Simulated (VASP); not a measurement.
Set up this calculation in VASP 6.6.1, as the native input.

* Task: single point
* Functional: r2SCAN
* Potentials or basis: VASP PAW PBE potentials, release 64 (Cd, Se)
* Cutoff: 550 eV
* k mesh: 6 × 6 × 6
* Occupations: gaussian, width 0.01 eV
* Spin: no spin polarisation
* Dipole correction: no
* Further INCAR settings: ALGO = Normal; EDIFF = 1e-06; NBANDS = 16

The system is CdSe.

```xyz
2
Lattice="0.0000 2.8219 2.8219 2.8219 0.0000 2.8219 2.8219 2.8219 0.0000" Properties=species:S:1:pos:R:3 pbc="T T T"
Cd    0.0000    0.0000    0.0000
Se    2.8219    2.8219    2.8219
```

The input as run:

POSCAR

```
CdSe
1.0
    0.0000000000      2.8219291918      2.8219291918
    2.8219291918      0.0000000000      2.8219291918
    2.8219291918      2.8219291918      0.0000000000
Cd Se
1 1
Direct
    0.0000000000      0.0000000000      0.0000000000
    0.5000000000      0.5000000000      0.5000000000
```

INCAR.step1

```
PREC     = Accurate       # precision mode
ENCUT    = 550            # plane-wave cutoff, eV
ISMEAR   = 0              # smearing method
SIGMA    = 0.01           # smearing width, eV
LREAL    = F              # projectors in reciprocal space
LASPH    = T              # aspherical terms in the spheres
NELM     = 120            # most SCF steps
NBANDS   = 16             # bands
GGA      = PE             # functional
ALGO     = Normal         # electronic algorithm
EDIFF    = 1E-5           # SCF threshold, eV
LWAVE    = T              # write WAVECAR
LCHARG   = F              # write CHGCAR
GGA_COMPAT= F
```

INCAR.step2

```
PREC     = Accurate       # precision mode
ENCUT    = 550            # plane-wave cutoff, eV
EDIFF    = 1E-6           # SCF threshold, eV
ISMEAR   = 0              # smearing method
SIGMA    = 0.01           # smearing width, eV
LREAL    = F              # projectors in reciprocal space
LASPH    = T              # aspherical terms in the spheres
NELM     = 120            # most SCF steps
ALGO     = Normal         # electronic algorithm
ISIF     = 2              # what is computed and relaxed
LWAVE    = F              # write WAVECAR
LCHARG   = T              # write CHGCAR
METAGGA  = R2SCAN         # meta-GGA
LMIXTAU  = T            
LELF     = T              # ELF
LVHAR    = T            
NBANDS   = 16             # bands
ISTART   = 1            
GGA_COMPAT= F
```

KPOINTS

```
Automatic mesh
0
Gamma
  6 6 6
```

Potentials or basis: VASP PAW PBE potentials, release 64 (Cd, Se).

Command:

```console
$ cat potpaw_PBE.64/Cd/POTCAR potpaw_PBE.64/Se/POTCAR > POTCAR
$ cp INCAR.step1 INCAR
$ mpirun -np 1 vasp_std > vasp.out
$ cp INCAR.step2 INCAR
$ mpirun -np 1 vasp_std > vasp.out
```

It gave:

| Quantity | Value |
| --- | --- |
| Pressure | 2.1 GPa |
| Band gap on the k mesh | 0.03 eV (least direct gap 1.63 eV) |

Caveat: the PAW data sets were made with another functional, which shifts forces and pressure a little.

Run time: 24 s on 1 thread of Intel(R) Xeon(R) 6975P-C (Granite Rapids) (shared host), peak memory 0.19 GiB.
